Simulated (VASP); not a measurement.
# Sn4O7 (a cell with a defect) in VASP: further runs

The runs below take Sn4O7 (a cell with a defect) through single point, with PBEsol+D3(BJ).

Program: VASP 6.6.1. These are calculated values, not measurements. Logs are shortened: lines on timing, memory, paths and dates and some standing lists are left out, and cuts for length are marked.

### 1 The cell of the first run

The cell holds a defect, 11 atoms: a = 5.540 Å, b = 5.540 Å, c = 5.540 Å, α = 70.97°, β = 70.97°, γ = 70.97°.

### 2 Single point, PBEsol+D3(BJ)

INCAR

```
SYSTEM = Sn4O7
ALGO     = Normal         ! electronic algorithm
EDIFF    = 1E-6           ! SCF threshold, eV
ENCUT    = 520            ! plane-wave cutoff, eV
GGA      = PS             ! functional
ISIF     = 2              ! what is computed and relaxed
ISMEAR   = 0              ! smearing method
IVDW     = 12             ! dispersion correction
LASPH    = .TRUE.         ! aspherical terms in the spheres
LCHARG   = .FALSE.        ! write CHGCAR
LREAL    = .FALSE.        ! projectors in reciprocal space
LWAVE    = .FALSE.        ! write WAVECAR
NBANDS   = 60             ! bands
NELECT   = 96.0         
NELM     = 60             ! most SCF steps
PREC     = Accurate       ! precision mode
SIGMA    = 0.05           ! smearing width, eV
```

KPOINTS

```
k-points
0
G
  6 6 6
  0 0 0
```

POSCAR

```
Sn4O7
1.0
    3.2156683686      1.8565669983      4.1108686860
   -3.2156683686      1.8565669983      4.1108686860
    0.0000000000     -3.7131339965      4.1108686860
Sn O
4 7
Direct
    0.8647871667      0.8647871667      0.8647871667
    0.3647871667      0.3647871667      0.8647871667
    0.3647871667      0.8647871667      0.3647871667
    0.8647871667      0.3647871667      0.3647871667
    0.6190548989      0.1190548989      0.6190548989
    0.6190548989      0.6190548989      0.1190548989
    0.6105194344      0.6105194344      0.6105194344
    0.1190548989      0.1190548989      0.1190548989
    0.1105194344      0.1105194344      0.6105194344
    0.1105194344      0.6105194344      0.1105194344
    0.6105194344      0.1105194344      0.1105194344
```

Potentials or basis: VASP PAW PBE potentials, release 64 (Sn_d, O).

The run is started by

```sh
cat potpaw_PBE.64/Sn_d/POTCAR potpaw_PBE.64/O/POTCAR > POTCAR
mpirun -np 1 vasp_std > vasp.out
```

OUTCAR:

```text
SYSTEM = Sn4O7
   EDIFF = 1E-6
   ENCUT = 520
   GGA = PS
   ISIF = 2
   ISMEAR = 0
   IVDW = 12
   LASPH = .TRUE.
   LREAL = .FALSE.
   NELECT = 96.0
   NELM = 60
   PREC = Accurate
 IVDW          = 12

 ion  position               nearest neighbor table
   1  0.865  0.865  0.865-  10 2.10  11 2.10   9 2.10   5 2.10   6 2.10   2 3.22   2 3.22   3 3.22
                             4 3.22   4 3.22   3 3.22
   2  0.365  0.365  0.865-  10 2.10  11 2.10   7 2.10   5 2.10   8 2.10   1 3.22   1 3.22   3 3.22
                             3 3.22   4 3.22   4 3.22
   3  0.365  0.865  0.365-   7 2.10   9 2.10  11 2.10   6 2.10   8 2.10   4 3.22   4 3.22   2 3.22
                             1 3.22   1 3.22   2 3.22
   4  0.865  0.365  0.365-   7 2.10   9 2.10  10 2.10   6 2.10   8 2.10   5 2.10   3 3.22   3 3.22
                             1 3.22   1 3.22   2 3.22   2 3.22
   5  0.619  0.119  0.619-   1 2.10   2 2.10   4 2.10
   6  0.619  0.619  0.119-   3 2.10   4 2.10   1 2.10
   7  0.611  0.611  0.611-   3 2.10   4 2.10   2 2.10
   8  0.119  0.119  0.119-   3 2.10   4 2.10   2 2.10
   9  0.111  0.111  0.611-   3 2.10   4 2.10   1 2.10
  10  0.111  0.611  0.111-   1 2.10   2 2.10   4 2.10
  11  0.611  0.111  0.111-   1 2.10   2 2.10   3 2.10

  LATTYP: Found a trigonal (rhomboedric) cell.
 ALAT       =     5.5395492082
 COS(alpha) =     0.3260562443

  Lattice vectors:

 A1 = (   3.2156683686,   1.8565669983,   4.1108686860)
 A2 = (  -3.2156683686,   1.8565669983,   4.1108686860)
 A3 = (   0.0000000000,  -3.7131339965,   4.1108686860)

Analysis of symmetry for initial positions (statically):
=====================================================================
 Subroutine PRICEL returns:
 Original cell was already a primitive cell.

 Routine SETGRP: Setting up the symmetry group for a
 trigonal (rhombohedral) supercell.

 Subroutine GETGRP returns: Found  6 space group operations
 (whereof  2 operations were pure point group operations)
 out of a pool of 12 trial point group operations.

The static configuration has the point symmetry C_1h.
 The point group associated with its full space group is C_3v.

Analysis of symmetry for dynamics (positions and initial velocities):
=====================================================================
 Subroutine PRICEL returns:
 Original cell was already a primitive cell.

 Routine SETGRP: Setting up the symmetry group for a
 trigonal (rhombohedral) supercell.

 Subroutine GETGRP returns: Found  6 space group operations
 (whereof  2 operations were pure point group operations)
 out of a pool of 12 trial point group operations.

The dynamic configuration has the point symmetry C_1h.
 The point group associated with its full space group is C_3v.

 Subroutine INISYM returns: Found  6 space group operations
 (whereof  2 operations are pure point group operations),
 and found     1 'primitive' translations

----------------------------------------------------------------------------------------

                                     Primitive cell

  volume of cell :     147.2539

  direct lattice vectors                    reciprocal lattice vectors
     3.215668369  1.856566998  4.110868686     0.155488671  0.089771426  0.081085863
    -3.215668369  1.856566998  4.110868686    -0.155488671  0.089771426  0.081085863
     0.000000000 -3.713133996  4.110868686     0.000000000 -0.179542852  0.081085863

  length of vectors
     5.539549208  5.539549208  5.539549208     0.197003941  0.197003941  0.197003941

  position of ions in fractional coordinates (direct lattice)
     0.864787167  0.864787167  0.864787167
     0.364787167  0.364787167  0.864787167
     0.364787167  0.864787167  0.364787167
     0.864787167  0.364787167  0.364787167
     0.619054899  0.119054899  0.619054899
     0.619054899  0.619054899  0.119054899
     0.610519434  0.610519434  0.610519434
     0.119054899  0.119054899  0.119054899
     0.110519434  0.110519434  0.610519434
     0.110519434  0.610519434  0.110519434
     0.610519434  0.110519434  0.110519434

  ion indices of the primitive-cell ions
   primitive index   ion index
                 1           1
                 2           2
                 3           3
                 4           4
                 5           5
                 6           6
                 7           7
                 8           8
                 9           9
                10          10
                11          11

----------------------------------------------------------------------------------------

 KPOINTS: k-points

Automatic generation of k-mesh.
 Grid dimensions read from file:
 generate k-points for:    6    6    6

 Generating k-lattice:

  Cartesian coordinates                     Fractional coordinates (reciprocal lattice)
     0.025914778  0.014961904  0.013514310     0.166666667  0.000000000  0.000000000
    -0.025914778  0.014961904  0.013514310     0.000000000  0.166666667  0.000000000
     0.000000000 -0.029923809  0.013514310     0.000000000  0.000000000  0.166666667

  Length of vectors
     0.032833990  0.032833990  0.032833990

  Shift w.r.t. Gamma in fractional coordinates (k-lattice)
     0.000000000  0.000000000  0.000000000

 Subroutine IBZKPT returns following result:
 ===========================================

 Found     32 irreducible k-points:

 Following reciprocal coordinates:
            Coordinates               Weight
  0.000000  0.000000  0.000000      1.000000
  0.166667 -0.000000 -0.000000      6.000000
  0.333333  0.000000 -0.000000      6.000000
  0.500000  0.000000 -0.000000      3.000000
  0.166667  0.166667 -0.000000      6.000000
  0.333333  0.166667 -0.000000     12.000000
[... 16 lines left out ...]
  0.500000  0.500000  0.166667      6.000000
 -0.333333  0.500000  0.166667     12.000000
 [... further k-points ...]
   k-points           NKPTS =     32   k-points in BZ     NKDIM =     32   number of bands    NBANDS=     60
   number of dos      NEDOS =    301   number of ions     NIONS =     11
   total plane-waves  NPLWV =  74088
   dimension x,y,z NGX =    42 NGY =   42 NGZ =   42
   dimension x,y,z NGXF=    84 NGYF=   84 NGZF=   84
   ions per type =               4   7
   NGX,Y,Z   is equivalent  to a cutoff of  12.60, 12.60, 12.60 a.u.
   NGXF,Y,Z  is equivalent  to a cutoff of  25.21, 25.21, 25.21 a.u.
 SYSTEM =  Sn4O7
   PREC   = accura    normal or accurate (medium, high low for compatibility)
   ISTART =      0    job   : 0-new  1-cont  2-samecut
   ICHARG =      2    charge: 1-file 2-atom 10-const
   ISPIN  =      1    spin polarized calculation?
   LNONCOLLINEAR =      F non collinear calculations
   LSORBIT =      F    spin-orbit coupling
   LASPH  =      T    aspherical Exc in radial PAW
   ENCUT  =  520.0 eV  38.22 Ry    6.18 a.u.  10.30 10.30 10.30*2*pi/ulx,y,z
   NELM   =     60;   NELMIN=  2; NELMDL= -5     # of ELM steps
   EDIFF  = 0.1E-05   stopping-criterion for ELM
   LREAL  =      F    real-space projection
   EDIFFG = 0.1E-04   stopping-criterion for IOM
   NSW    =      0    number of steps for IOM
   IBRION =     -1    ionic relax: 0-MD 1-quasi-New 2-CG
   NFREE  =      0    steps in history (QN), initial steepest desc. (CG)
   ISIF   =      2    stress and relaxation
   ISYM   =      2    0-nonsym 1-usesym 2-fastsym
   POTIM  = 0.5000    time-step for ionic-motion
   TEBEG  =    0.0;   TEEND  =   0.0 temperature during run
   PSTRESS=    0.0 pullay stress
   NELECT =      96.0000    total number of electrons
   NUPDOWN=      -1.0000    fix difference up-down
   EMIN   =  10.00;   EMAX   =-10.00  energy-range for DOS
   EFERMI =   0.00;   METHOD = LEGACY
   ISMEAR =     0;   SIGMA  =   0.05  broadening in eV -4-tet -1-fermi 0-gaus
   EFERMI_NEDOS =   21; number of points for ismear=-14 and -15
   IALGO  =     38    algorithm
   IMIX   =      4    mixing-type and parameters
     AMIX     =   0.40;   BMIX     =  1.00
     AMIX_MAG =   1.60;   BMIX_MAG =  1.00
  volume/ion in A,a.u.               =      13.39        90.34
  Fermi-wavevector in a.u.,A,eV,Ry     =   1.419525  2.682513 27.416430  2.015051
  Thomas-Fermi vector in A             =   2.540536
   LORBIT       =      0    0 simple, 1 ext, 2 COOP (PROOUT), +10 PAW based schemes
   GGA     = PS    functional components
   LHFCALC =     F    Hartree Fock is set to
   AEXX    =    0.0000 exact exchange contribution
   IVDW    =    12    specifies the selected vdW correction
   LEPSILON=     F    determine dielectric tensor
   LRPA    =     F    only Hartree local field effects (RPA)
 non-spin polarized calculation
 Gauss-broadening in eV      SIGMA  =   0.05
  energy-cutoff  :      520.00
  volume of cell :      147.25
 maximum number of plane-waves:      3982
 NGX is ok and might be reduce to    42
   NGX = 21   NGY = 21   NGZ = 21

 number of electron      95.9999992 magnetization

 Free energy of the ion-electron system (eV)
  ---------------------------------------------------
  ext. energy  EPLUGINS =         0.00000000
  ---------------------------------------------------
  free energy    TOTEN  =       -80.79531453 eV

  energy without entropy =      -80.79509220  energy(sigma->0) =      -80.79520337

 E-fermi :   5.3209     XC(G=0): -10.7923

 val. band max:        5.2570418999   @ k =   0.5000   0.0000  -0.0000
 cond. band min:       5.3975103189   @ k =   0.1667  -0.0000  -0.0000
 fundamental gap:      0.1404684190
 Fermi energy:         5.3209308251

 k-point     1 :       0.0000    0.0000    0.0000
  band No.  band energies     occupation
      1     -15.6596      2.00000
      2     -15.6596      2.00000
      3     -15.5432      2.00000
      4     -15.0098      2.00000
      5     -14.8495      2.00000
      6     -14.8495      2.00000
[... 1501 lines left out ...]
     59      14.4702      0.00000
     60      14.8026      0.00000

 [... further k-points ...]

------------------------ aborting loop because EDIFF is reached ----------------------------------------

 Edisp (eV)   -2.10219

 E8    (eV) :    -1.3440

  FORCE on cell =-STRESS in cart. coord.  units (eV):
  Direction    XX          YY          ZZ          XY          YZ          ZX
  --------------------------------------------------------------------------------------
  -------------------------------------------------------------------------------------
  Total     -21.91184   -21.91184   -28.68275     0.00000    -0.00000    -0.00000
  in kB    -238.40901  -238.40901  -312.07904     0.00000    -0.00000    -0.00000
  external pressure =     -262.97 kB  Pullay stress =        0.00 kB

 VOLUME and BASIS-vectors are now :
 -----------------------------------------------------------------------------
  energy-cutoff  :      520.00
  volume of cell :      147.25
      direct lattice vectors                 reciprocal lattice vectors
     3.215668369  1.856566998  4.110868686     0.155488671  0.089771426  0.081085863
    -3.215668369  1.856566998  4.110868686    -0.155488671  0.089771426  0.081085863
     0.000000000 -3.713133996  4.110868686     0.000000000 -0.179542852  0.081085863

 POSITION                                       TOTAL-FORCE (eV/Angst)
 -----------------------------------------------------------------------------------
      0.00000      0.00000     10.66508        -2.531801     -1.461736      1.281087
      0.00000     -1.85657      6.55421         2.531801     -1.461736      1.281087
     -1.60783      0.92828      6.55421        -0.000000      2.923472      1.281087
      1.60783      0.92828      6.55421        -0.000000     -0.000000     -1.782474
      1.60783     -0.92828      5.57913        -0.000000      0.111927     -0.285344
      0.00000      1.85657      5.57913         0.096932     -0.055963     -0.285344
      0.00000      0.00000      7.52930        -1.061259     -0.612718     -0.340909
      0.00000      0.00000      1.46826        -0.096932     -0.055963     -0.285344
      0.00000     -1.85657      3.41843         1.061259     -0.612718     -0.340909
     -1.60783      0.92828      3.41843        -0.000000      1.225436     -0.340909
      1.60783      0.92828      3.41843        -0.000000     -0.000000     -0.182028
 -----------------------------------------------------------------------------------
    total drift:                                0.000000     -0.000000     -0.000962

  FREE ENERGIE OF THE ION-ELECTRON SYSTEM (eV)
  ---------------------------------------------------
  free  energy   TOTEN  =       -82.8975090841 eV

  energy  without entropy=      -82.8972867518  energy(sigma->0) =      -82.89739792
```

Run time: 5.7 min. Hardware: 1 thread of Intel Xeon 6975P-C (Granite Rapids), shared host; peak memory 0.37 GiB.

What came out:

```yaml
Free_energy: -82.8975 eV
Largest_force: 3.192 eV/Å
Dispersion_energy_per_atom: -0.191 eV
```

Forces on the atoms (eV/Å):
```
Sn  -2.532 -1.462  1.281
Sn   2.532 -1.462  1.281
Sn   0.000  2.923  1.281
Sn   0.000  0.000 -1.782
O    0.000  0.112 -0.285
O    0.097 -0.056 -0.285
O   -1.061 -0.613 -0.341
O   -0.097 -0.056 -0.285
O    1.061 -0.613 -0.341
O    0.000  1.225 -0.341
O    0.000  0.000 -0.182
```

Caveat: the cell carries a net charge on a neutralising background, which shifts energy and pressure; the cell differs from its parent crystal (atoms taken out, atom 7 moved 0.000 of the way to it and -0.000 Å across, host rigid); the cell is charged against a uniform background, so pressure and absolute levels hang on convention; the PAW data sets were made with another functional, which shifts forces and pressure a little; spin-orbit coupling is left out, which moves the levels of the heavy elements.

### 3 Single point, PBEsol+D3(BJ)

INCAR

```
PREC = Accurate ; ENCUT = 520
EDIFF = 1E-7 ; ISMEAR = 0
SIGMA = 0.05 ; LREAL = False
LASPH = True ; NELM = 100
ALGO = Normal ; ISIF = 2
LWAVE = False ; LCHARG = False
GGA = PS ; IVDW = 12
NBANDS = 60 ; NELECT = 96.0
```

KPOINTS

```
Automatic mesh
0
Gamma
  6 6 6
```

POSCAR is that of step 2.

Potentials or basis: VASP PAW PBE potentials, release 64 (Sn_d, O).

The run is started by

```sh
cat potpaw_PBE.64/Sn_d/POTCAR potpaw_PBE.64/O/POTCAR > POTCAR
mpirun -np 1 vasp_std > vasp.out
```

Wall time 5.7 min (1 thread of Intel Xeon 6975P-C (Granite Rapids), shared host); peak memory 0.36 GiB.

It converged, with:

```yaml
Free_energy: -82.8975 eV
Largest_force: 3.192 eV/Å
Dispersion_energy_per_atom: -0.191 eV
```

Forces in eV/Å, atoms in the order of the input:
```
Sn  -2.532 -1.462  1.281
Sn   2.532 -1.462  1.281
Sn   0.000  2.923  1.281
Sn   0.000  0.000 -1.782
O    0.000  0.112 -0.285
O    0.097 -0.056 -0.285
O   -1.061 -0.613 -0.341
O   -0.097 -0.056 -0.285
O    1.061 -0.613 -0.341
O    0.000  1.225 -0.341
O    0.000  0.000 -0.182
```

Levels at points of the mesh, in eV from the Fermi level:
```
           k point  band 44  band 45  band 46  band 47  band 48  band 49  band 50  band 51  band 52  band 53
(0.00, 0.00, 0.00)    -0.87    -0.87    -0.66    -0.33    -0.33     0.09     3.54     3.60     3.60     5.09
(0.50, 0.00, 0.00)    -0.99    -0.82    -0.51    -0.48    -0.06     0.77     2.27     3.75     4.93     5.66
(0.50, 0.50, 0.00)    -1.61    -1.18    -0.93    -0.49    -0.31     1.36     2.46     3.44     4.92     6.17
(0.50, 0.50, 0.50)    -1.47    -1.47    -1.42    -1.32    -1.32     1.03     3.49     3.49     4.19     5.48
```

Caveat: the cell carries a net charge on a neutralising background, which shifts energy and pressure; the cell is charged against a uniform background, so pressure and absolute levels hang on convention; the PAW data sets were made with another functional, which shifts forces and pressure a little; spin-orbit coupling is left out, which moves the levels of the heavy elements.
